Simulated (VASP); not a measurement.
# BaF2 (Frankdicksonite) (Fm-3m) in VASP: vibrations by perturbation theory with LDA

Aim: the vibrations by perturbation theory of BaF2 (Frankdicksonite) with LDA.

All numbers are computed with VASP 6.6.1; they aren't measurements. Logs are shortened: lines on timing, memory, paths and dates and some standing lists are left out, and cuts for length are marked.

## (1) The cell of the first run

It takes space group Fm-3m (No. 225, cubic). The conventional cell has a = 6.200 Å, b = 6.200 Å, c = 6.200 Å, α = 90.00°, β = 90.00°, γ = 90.00°. Ba (site symmetry m-3m) has 8 F at 2.68 Å within 3.5 Å. F (site symmetry -43m) has 4 Ba at 2.68 Å and 6 F at 3.10 Å within 3.5 Å.

## (2) Vibrations by perturbation theory, LDA

INCAR

```
SYSTEM = BaF2
PREC = Accurate
ENCUT = 600
EDIFF = 1E-8
ISMEAR = 1
SIGMA = 0.1
LREAL = .False.
LASPH = .True.
NELM = 120
ALGO = Normal
ISIF = 2
LWAVE = .False.
LCHARG = .True.
GGA = CA
IBRION = 8
NSW = 1
GGA_COMPAT = .False.
```

KPOINTS

```
regular mesh
0
Gamma
  6 6 6
  0 0 0
```

POSCAR

```
BaF2
1.0
    0.0000000000      3.1000500000      3.1000500000
    3.1000500000      0.0000000000      3.1000500000
    3.1000500000      3.1000500000      0.0000000000
Ba F
1 2
Direct
    0.0000000000      0.0000000000      0.0000000000
    0.2500000000      0.2500000000      0.2500000000
    0.7500000000      0.7500000000      0.7500000000
```

Potentials or basis: VASP PAW LDA potentials, release 64 (Ba_sv, F).

Run with:

```bash
> cat potpaw_LDA.64/Ba_sv/POTCAR potpaw_LDA.64/F/POTCAR > POTCAR
> mpirun -np 1 vasp_std > vasp.out
```

OUTCAR:

```text
SYSTEM = BaF2
   PREC = Accurate
   ENCUT = 600
   EDIFF = 1E-8
   ISMEAR = 1
   LREAL = .False.
   LASPH = .True.
   NELM = 120
   ISIF = 2
   GGA = CA
   IBRION = 8
   NSW = 1

 ion  position               nearest neighbor table
   1  0.000  0.000  0.000-   3 2.68   3 2.68   2 2.68   3 2.68   2 2.68   2 2.68   3 2.68   2 2.68

   2  0.250  0.250  0.250-   1 2.68   1 2.68   1 2.68   1 2.68
   3  0.750  0.750  0.750-   1 2.68   1 2.68   1 2.68   1 2.68

  LATTYP: Found a face centered cubic cell.
 ALAT       =     6.2001000000

  Lattice vectors:

 A1 = (   0.0000000000,   3.1000500000,   3.1000500000)
 A2 = (   3.1000500000,   0.0000000000,   3.1000500000)
 A3 = (   3.1000500000,   3.1000500000,   0.0000000000)

Analysis of symmetry for initial positions (statically):
=====================================================================
 Subroutine PRICEL returns:
 Original cell was already a primitive cell.

 Routine SETGRP: Setting up the symmetry group for a
 face centered cubic supercell.

 Subroutine GETGRP returns: Found 48 space group operations
 (whereof 48 operations were pure point group operations)
 out of a pool of 48 trial point group operations.

The static configuration has the point symmetry O_h .

Analysis of symmetry for dynamics (positions and initial velocities):
=====================================================================
 Subroutine PRICEL returns:
 Original cell was already a primitive cell.

 Routine SETGRP: Setting up the symmetry group for a
 face centered cubic supercell.

 Subroutine GETGRP returns: Found 48 space group operations
 (whereof 48 operations were pure point group operations)
 out of a pool of 48 trial point group operations.

The dynamic configuration has the point symmetry O_h .

 Subroutine INISYM returns: Found 48 space group operations
 (whereof 48 operations are pure point group operations),
 and found     1 'primitive' translations

----------------------------------------------------------------------------------------

                                     Primitive cell

  volume of cell :      59.5849

  direct lattice vectors                    reciprocal lattice vectors
     0.000000000  3.100050000  3.100050000    -0.161287721  0.161287721  0.161287721
     3.100050000  0.000000000  3.100050000     0.161287721 -0.161287721  0.161287721
     3.100050000  3.100050000  0.000000000     0.161287721  0.161287721 -0.161287721

  length of vectors
     4.384132754  4.384132754  4.384132754     0.279358528  0.279358528  0.279358528

  position of ions in fractional coordinates (direct lattice)
     0.000000000  0.000000000  0.000000000
     0.250000000  0.250000000  0.250000000
     0.750000000  0.750000000  0.750000000

  ion indices of the primitive-cell ions
   primitive index   ion index
                 1           1
                 2           2
                 3           3

----------------------------------------------------------------------------------------

 KPOINTS: regular mesh

Automatic generation of k-mesh.
 Grid dimensions read from file:
 generate k-points for:    6    6    6

 Generating k-lattice:

  Cartesian coordinates                     Fractional coordinates (reciprocal lattice)
    -0.026881287  0.026881287  0.026881287     0.166666667  0.000000000  0.000000000
     0.026881287 -0.026881287  0.026881287     0.000000000  0.166666667  0.000000000
     0.026881287  0.026881287 -0.026881287     0.000000000  0.000000000  0.166666667

  Length of vectors
     0.046559755  0.046559755  0.046559755

  Shift w.r.t. Gamma in fractional coordinates (k-lattice)
     0.000000000  0.000000000  0.000000000

 Subroutine IBZKPT returns following result:
 ===========================================

 Found     16 irreducible k-points:

 Following reciprocal coordinates:
            Coordinates               Weight
  0.000000  0.000000  0.000000      1.000000
[... 32 lines left out ...]
   NELM   =    120;   NELMIN=  2; NELMDL= -5     # of ELM steps
   EDIFF  = 0.1E-07   stopping-criterion for ELM
   LREAL  =      F    real-space projection
   EDIFFG = 0.1E-06   stopping-criterion for IOM
   NSW    =      1    number of steps for IOM
   IBRION =      8    ionic relax: 0-MD 1-quasi-New 2-CG
   NFREE  =      0    steps in history (QN), initial steepest desc. (CG)
   ISIF   =      2    stress and relaxation
   ISYM   =      2    0-nonsym 1-usesym 2-fastsym
   POTIM  = 0.5000    time-step for ionic-motion
   TEBEG  =    0.0;   TEEND  =   0.0 temperature during run
   PSTRESS=    0.0 pullay stress
   NELECT =      24.0000    total number of electrons
   NUPDOWN=      -1.0000    fix difference up-down
   EMIN   =  10.00;   EMAX   =-10.00  energy-range for DOS
   EFERMI =   0.00;   METHOD = LEGACY
   ISMEAR =     1;   SIGMA  =   0.10  broadening in eV -4-tet -1-fermi 0-gaus
   EFERMI_NEDOS =   21; number of points for ismear=-14 and -15
   IALGO  =     38    algorithm
   IMIX   =      4    mixing-type and parameters
     AMIX     =   0.40;   BMIX     =  1.00
     AMIX_MAG =   1.60;   BMIX_MAG =  1.00
  volume/ion in A,a.u.               =      19.86       134.03
  Fermi-wavevector in a.u.,A,eV,Ry     =   1.209019  2.284715 19.888011  1.461728
  Thomas-Fermi vector in A             =   2.344609
   LORBIT       =      0    0 simple, 1 ext, 2 COOP (PROOUT), +10 PAW based schemes
   GGA     = CA    functional components
   LHFCALC =     F    Hartree Fock is set to
   AEXX    =    0.0000 exact exchange contribution
   IVDW    =     0    specifies the selected vdW correction
   LEPSILON=     F    determine dielectric tensor
   LRPA    =     F    only Hartree local field effects (RPA)
 non-spin polarized calculation
 Methfessel and Paxton  Order N= 1 SIGMA  =   0.10
  energy-cutoff  :      600.00
  volume of cell :       59.58
 maximum number of plane-waves:      2012
   NGX = 17   NGY = 17   NGZ = 17

--------------------------------------- Ionic step        1  -------------------------------------------

 number of electron      24.0000002 magnetization

 Free energy of the ion-electron system (eV)
  ---------------------------------------------------
  ext. energy  EPLUGINS =         0.00000000
  ---------------------------------------------------
  free energy    TOTEN  =       -18.59560478 eV

  energy without entropy =      -18.60308255  energy(sigma->0) =      -18.59809737

 E-fermi :  -2.4384     XC(G=0):  -9.3340

 val. band max:       -2.4815387874   @ k =  -0.1667   0.1667   0.0000
 cond. band min:       3.9233934128   @ k =   0.0000   0.0000   0.0000
 fundamental gap:      6.4049322002
 Fermi energy:        -2.4384075198

 k-point     1 :       0.0000    0.0000    0.0000
  band No.  band energies     occupation
      1     -25.3825      2.00000
      2     -20.9641      2.00000
      3     -20.9342      2.00000
      4     -10.2503      2.00000
      5     -10.2503      2.00000
      6     -10.2503      2.00000
[... 283 lines left out ...]
      5     -10.5202      2.00000
      6     -10.2209      2.00000
[... 8 lines left out ...]
     15       7.4620      0.00000
     16       7.9559      0.00000

------------------------ aborting loop because EDIFF is reached ----------------------------------------

  FORCE on cell =-STRESS in cart. coord.  units (eV):
  Direction    XX          YY          ZZ          XY          YZ          ZX
  --------------------------------------------------------------------------------------
  -------------------------------------------------------------------------------------
  Total       -1.2964429     -1.2964429     -1.2964429     -0.0000000     -0.0000000      0.0000000
  in kB      -34.8600414    -34.8600414    -34.8600414     -0.0000000     -0.0000000      0.0000000
  external PRESSURE =     -34.8600414 kB  Pullay stress =       0.0000000 kB

 VOLUME and BASIS-vectors are now :
 -----------------------------------------------------------------------------
  energy-cutoff  :      600.00
  volume of cell :       59.58
      direct lattice vectors                 reciprocal lattice vectors
     0.000000000  3.100050000  3.100050000    -0.161287721  0.161287721  0.161287721
     3.100050000  0.000000000  3.100050000     0.161287721 -0.161287721  0.161287721
     3.100050000  3.100050000  0.000000000     0.161287721  0.161287721 -0.161287721

 POSITION                                       TOTAL-FORCE (eV/Angst)
 -----------------------------------------------------------------------------------
      0.00000      0.00000      0.00000         0.000000     -0.000000     -0.000000
      1.55002      1.55002      1.55002         0.000000      0.000000      0.000000
      4.65008      4.65008      4.65008        -0.000000     -0.000000     -0.000000
 -----------------------------------------------------------------------------------
    total drift:                                0.000000      0.000000      0.000000

  FREE ENERGIE OF THE ION-ELECTRON SYSTEM (eV)
  ---------------------------------------------------
  free  energy   TOTEN  =       -18.5956047835 eV

  energy  without entropy=      -18.6030825463  energy(sigma->0) =      -18.59809737

[... ionic steps 2 to 3 ...]

--------------------------------------- Ionic step        4  -------------------------------------------

------------------------ aborting loop because EDIFF is reached ----------------------------------------

[... ionic steps 5 to 6 ...]

--------------------------------------- Ionic step        7  -------------------------------------------

 Free energy of the ion-electron system (eV)
  ---------------------------------------------------
  ---------------------------------------------------
  free energy    TOTEN  =        -0.52971443 eV

  energy without entropy =       -0.52971443

------------------------ aborting loop because EDIFF is reached ----------------------------------------

 INTERNAL STRAIN TENSOR  FOR ION    2  DIRECTION 1   (eV/Angst):
 -----------------------------------------------------------------------------
    -0.00023 -0.00000  0.00000
     0.00000 -0.00107 -2.39582
     0.00000 -2.39582 -0.00107

 INTERNAL STRAIN TENSOR FOR ION    3 for displacements in x,y,z  (eV/Angst):
          X           Y           Z          XY          YZ          ZX
  --------------------------------------------------------------------------------
  x     0.00000    -0.00000    -0.00000     0.00000     2.39582     0.00000
  y     0.00000     0.00000     0.00000     0.00000    -0.00000     2.39582
  z     0.00000     0.00000     0.00000     2.39582     0.00000    -0.00000

 SECOND DERIVATIVES (NOT SYMMETRIZED)
 ------------------------------------
               1X          1Y          1Z          2X          2Y          2Z          3X          3Y          3Z
  1X    -3.468699    0.000000    0.000000    1.734349    0.000000    0.000000    1.734349    0.000000    0.000000
  1Y     0.000000   -3.468699    0.000000    0.000000    1.734349    0.000000    0.000000    1.734349    0.000000
  1Z     0.000000    0.000000   -3.468699    0.000000    0.000000    1.734349    0.000000    0.000000    1.734349
  2X     1.744941    0.000000    0.000000   -2.830767    0.000000    0.000000    1.085825    0.000000    0.000000
  2Y     0.000000    1.744941    0.000000    0.000000   -2.830767    0.000000    0.000000    1.085825    0.000000
  2Z     0.000000    0.000000    1.744941    0.000000    0.000000   -2.830767    0.000000    0.000000    1.085825
  3X     1.744941    0.000000    0.000000    1.085825    0.000000    0.000000   -2.830767    0.000000    0.000000
  3Y     0.000000    1.744941    0.000000    0.000000    1.085825    0.000000    0.000000   -2.830767    0.000000
  3Z     0.000000    0.000000    1.744941    0.000000    0.000000    1.085825    0.000000    0.000000   -2.830767

 Eigenvectors and eigenvalues of the dynamical matrix
 ----------------------------------------------------

   1 f  =    7.098244 THz    44.599584 2PiTHz  236.771945 cm-1    29.355967 meV
             X         Y         Z           dx          dy          dz
      0.000000  0.000000  0.000000     0.000000    0.000000   -0.000000
      1.550025  1.550025  1.550025    -0.704438    0.061375    0.000000
      4.650075  4.650075  4.650075     0.704438   -0.061375    0.000000
[... 43 lines left out ...]
   9 f/i=    0.006699 THz     0.042089 2PiTHz    0.223445 cm-1     0.027704 meV
             X         Y         Z           dx          dy          dz
      0.000000  0.000000  0.000000    -0.792916    0.394425   -0.004840
      1.550025  1.550025  1.550025    -0.294024    0.146258   -0.001795
      4.650075  4.650075  4.650075    -0.294024    0.146258   -0.001795

--------------------------------------------------------------------------------------------------------

 ELASTIC MODULI CONTR FROM IONIC RELAXATION (kBar)
 Direction    XX          YY          ZZ          XY          YZ          ZX
 --------------------------------------------------------------------------------
 XX          -0.0000     -0.0000     -0.0000     -0.0000      0.0000     -0.0000
 YY          -0.0000     -0.0000     -0.0000     -0.0000      0.0000     -0.0000
 ZZ          -0.0000     -0.0000     -0.0000     -0.0000      0.0000     -0.0000
 XY          -0.0000     -0.0000     -0.0000    -78.8141      0.0000      0.0000
 YZ           0.0000      0.0000      0.0000      0.0000    -78.8141      0.0000
 ZX          -0.0000     -0.0000     -0.0000      0.0000      0.0000    -78.8141
 --------------------------------------------------------------------------------
```

It took 78 s on 1 thread of Intel Xeon Platinum 8559C (Emerald Rapids), shared host; peak memory 0.29 GiB.

Results:

```yaml
Highest_phonon_frequency_at_Γ_LO-TO_splitting_left_out: 237 cm⁻¹
```

Phonon frequencies in cm⁻¹ (negative: imaginary):
```csv
q point,frequencies
"(0.000, 0.000, 0.000)",0 0 0 178 178 178 237 237 237
```

Caveat: the cell wasn't relaxed at this level first, which shifts response properties; spin-orbit coupling is left out, which moves the levels of the heavy elements.
